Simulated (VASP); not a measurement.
# Fe (P6/mmm) in VASP: notebook, part 3 of 3

VASP 6.6.1. The steps go on from the part before.

## (5) Single point, PBE, collinear spin, ferromagnetic start

This run uses another cell than the first one, of 11.41 Å³/atom.

INCAR reads:

```
SYSTEM = Fe
PREC     = Accurate       ! precision mode
ENCUT    = 520            ! plane-wave cutoff, eV
EDIFF    = 1E-6           ! SCF threshold, eV
ISMEAR   = -4             ! smearing method
SIGMA    = 0.1            ! smearing width, eV
LREAL    = .FALSE.        ! projectors in reciprocal space
LASPH    = .TRUE.         ! aspherical terms in the spheres
NELM     = 150            ! most SCF steps
ALGO     = Normal         ! electronic algorithm
ISIF     = 2              ! what is computed and relaxed
LWAVE    = .FALSE.        ! write WAVECAR
LCHARG   = .FALSE.        ! write CHGCAR
ISPIN    = 2              ! spin polarisation
MAGMOM   = 2.5            ! initial moments
LORBIT   = 11             ! projections on sites
LMAXMIX  = 4              ! l up to which the mixer works
GGA      = PE             ! functional
NBANDS   = 14             ! bands
```

KPOINTS reads:

```
regular mesh
0
G
  18 18 16
  0 0 0
```

POSCAR reads:

```
Fe
1.0
    2.3927441694      0.0000000000      0.0000000000
   -1.1963720847      2.0721772354      0.0000000000
    0.0000000000      0.0000000000      2.3009888452
Fe
1
Direct
    0.0000000000      0.0000000000      0.0000000000
```

Potentials or basis: VASP PAW PBE potentials, release 64 (Fe).

Started as:

```
$ cat potpaw_PBE.64/Fe/POTCAR > POTCAR
$ mpirun -np 1 vasp_std > vasp.out
```

OUTCAR:

```text
SYSTEM = Fe
   PREC = Accurate
   ENCUT = 520
   EDIFF = 1E-6
   ISMEAR = -4
   LREAL = .FALSE.
   LASPH = .TRUE.
   NELM = 150
   ISIF = 2
   ISPIN = 2
   LORBIT = 11
   GGA = PE

 ion  position               nearest neighbor table
   1  0.000  0.000  0.000-

  LATTYP: Found a hexagonal cell.
 ALAT       =     2.3927441694
 C/A-ratio  =     0.9616526809

  Lattice vectors:

 A1 = (   2.3927441694,   0.0000000000,   0.0000000000)
 A2 = (  -1.1963720847,   2.0721772354,   0.0000000000)
 A3 = (   0.0000000000,   0.0000000000,   2.3009888452)

Analysis of symmetry for initial positions (statically):
=====================================================================
 Subroutine PRICEL returns:
 Original cell was already a primitive cell.

 Routine SETGRP: Setting up the symmetry group for a
 hexagonal supercell.

 Subroutine GETGRP returns: Found 24 space group operations
 (whereof 24 operations were pure point group operations)
 out of a pool of 24 trial point group operations.

The static configuration has the point symmetry D_6h.

Analysis of symmetry for dynamics (positions and initial velocities):
[... 600 lines left out ...]
      4       5.5744      1.00000
      5       8.6175      0.00000
      6       8.6175      0.00000
      7      26.0721      0.00000
      8      28.4675      0.00000
      9      31.3335      0.00000
     10      34.2644      0.00000
     11      34.2644      0.00000
     12      35.4717      0.00000
     13      35.4717      0.00000
     14      43.0349      0.00000
[... 379 lines left out ...]
      3       5.2579      1.00000
      4       7.0114      0.00000
      5       8.1574      0.00000
      6       9.0688      0.00000
      7      14.4729      0.00000
      8      21.3572      0.00000
      9      32.0704      0.00000
     10      33.2261      0.00000
     11      35.1921      0.00000
     12      38.8170      0.00000
     13      40.7451      0.00000
     14      45.8660      0.00000

 [... further k-points ...]
[... 5 lines left out ...]
  --------------------------------------------------------------------------------------
  -------------------------------------------------------------------------------------
  Total        1.1464802      1.1464802      1.0605303      0.0000000      0.0000000      0.0000000
  in kB      161.0050380    161.0050380    148.9347271      0.0000000      0.0000000      0.0000000
  external PRESSURE =     156.9816010 kB  Pullay stress =       0.0000000 kB

 VOLUME and BASIS-vectors are now :
 -----------------------------------------------------------------------------
  energy-cutoff  :      520.00
  volume of cell :       11.41
      direct lattice vectors                 reciprocal lattice vectors
     2.392744169  0.000000000  0.000000000     0.417930179  0.241292102  0.000000000
    -1.196372085  2.072177235  0.000000000     0.000000000  0.482584203  0.000000000
     0.000000000  0.000000000  2.300988845     0.000000000  0.000000000  0.434595762

 POSITION                                       TOTAL-FORCE (eV/Angst)
 -----------------------------------------------------------------------------------
      0.00000      0.00000      0.00000        -0.000000      0.000000      0.000000
 -----------------------------------------------------------------------------------
    total drift:                                0.000000      0.000000      0.000000

  FREE ENERGIE OF THE ION-ELECTRON SYSTEM (eV)
  ---------------------------------------------------
  free  energy   TOTEN  =        -7.6969944382 eV

  energy  without entropy=       -7.6969944382  energy(sigma->0) =       -7.69699444

 total charge

# of ion       s       p       d       tot
------------------------------------------
    1        0.525   0.531   6.325   7.381

 magnetization (x)

# of ion       s       p       d       tot
------------------------------------------
    1        0.004  -0.011   2.127   2.120
```

OSZICAR:

```text
N       E                     dE             d eps       ncg     rms          rms(c)
DAV:   1     0.223314624227E+02    0.22331E+02   -0.38368E+03 20622   0.695E+02
DAV:   2    -0.746812604725E+01   -0.29800E+02   -0.27606E+02 20310   0.128E+02
DAV:   3    -0.840623569086E+01   -0.93811E+00   -0.93470E+00 22652   0.235E+01
DAV:   4    -0.840933777163E+01   -0.31021E-02   -0.31019E-02 21606   0.122E+00
DAV:   5    -0.840935258642E+01   -0.14815E-04   -0.14815E-04 22962   0.870E-02    0.107E+01
DAV:   6    -0.776041262376E+01    0.64894E+00   -0.78807E+00 22938   0.330E+01    0.482E+00
DAV:   7    -0.770502818264E+01    0.55384E-01   -0.44814E-01 22120   0.764E+00    0.295E+00
DAV:   8    -0.770187459675E+01    0.31536E-02   -0.66728E-03 22176   0.513E-01    0.153E+00
DAV:   9    -0.769671318548E+01    0.51614E-02   -0.93377E-03 24136   0.587E-01    0.344E-01
DAV:  10    -0.769689742215E+01   -0.18424E-03   -0.16882E-04 21198   0.107E-01    0.150E-01
DAV:  11    -0.769699317149E+01   -0.95749E-04   -0.31388E-04 23150   0.146E-01    0.342E-02
DAV:  12    -0.769699435183E+01   -0.11803E-05   -0.83524E-06 20436   0.297E-02    0.999E-03
DAV:  13    -0.769699540825E+01   -0.10564E-05   -0.15216E-06 17082   0.914E-03    0.854E-03
DAV:  14    -0.769699443823E+01    0.97002E-06   -0.39749E-07 10650   0.594E-03
   1 F= -.76969944E+01 E0= -.76969944E+01  d E =0.000000E+00  mag=     2.1395
```

stdout:

```text
POSCAR found type information on POSCAR Fe
 POSCAR found :  1 types and       1 ions
 scaLAPACK will be used
 LDA part: xc-table for (Slater+PW92), standard interpolation
 POSCAR, INCAR and KPOINTS ok, starting setup
 FFT: planning ... GRIDC
 FFT: planning ... GRID_SOFT
 FFT: planning ... GRID
 WAVECAR not read
 entering main loop
 -----------------------------------------------------------------------------
|                                                                             |
|           W    W    AA    RRRRR   N    N  II  N    N   GGGG   !!!           |
|           W    W   A  A   R    R  NN   N  II  NN   N  G    G  !!!           |
|           W    W  A    A  R    R  N N  N  II  N N  N  G       !!!           |
|           W WW W  AAAAAA  RRRRR   N  N N  II  N  N N  G  GGG   !            |
|           WW  WW  A    A  R   R   N   NN  II  N   NN  G    G                |
|           W    W  A    A  R    R  N    N  II  N    N   GGGG   !!!           |
|                                                                             |
|     Tetrahedron method does not include variations of the Fermi             |
|     occupations, so forces and stress will be inaccurate. We suggest        |
|     using a different smearing scheme ISMEAR = 1 or 2 for metals in         |
|     relaxations.                                                            |
|                                                                             |
 -----------------------------------------------------------------------------
```

Wall time 46 s (1 thread of Intel Xeon 6975P-C (Granite Rapids), shared host); peak memory 0.22 GiB.

What came out:

| Item | Value |
| --- | --- |
| Free energy | -7.6970 eV |
| Pressure | 15.7 GPa |
| Net moment | 2.14 μB per cell |
| Site moments | Fe +2.12 μB |
| Valence electrons inside the program's atomic spheres | Fe 7.38 |

Caveat: the cell stands under pressure.

## (6) The runs side by side

| cell | smearing | gap on the mesh (eV) | pressure (GPa) | moment (μB) |
| --- | --- | --- | --- | --- |
| a = 2.245, b = 2.245, c = 2.033 Å, angles 90.0, 90.0, 120.0°, 1 atom | fermi-dirac 0.08 eV | none | 86.0 | 0.43 |
| a = 2.306, b = 2.306, c = 2.203 Å, angles 90.0, 90.0, 120.0°, 1 atom | fermi-dirac 0.08 eV | none | 46.3 | 1.82 |
| a = 2.393, b = 2.393, c = 2.301 Å, angles 90.0, 90.0, 120.0°, 1 atom | fermi-dirac 0.08 eV | none | 15.0 | 2.11 |
| a = 2.393, b = 2.393, c = 2.301 Å, angles 90.0, 90.0, 120.0°, 1 atom | tetrahedron | none | 15.7 | 2.14 |

Alike in all rows: task single point; level PBE; potentials or basis VASP PAW PBE potentials, release 64 (Fe); spin collinear, ferromagnetic start; k mesh 18 × 18 × 16; cutoff (eV) 520.

Caveats: the cell stands under pressure.

Total energies depend on the potentials used, so only differences within one code and one set of settings carry meaning.
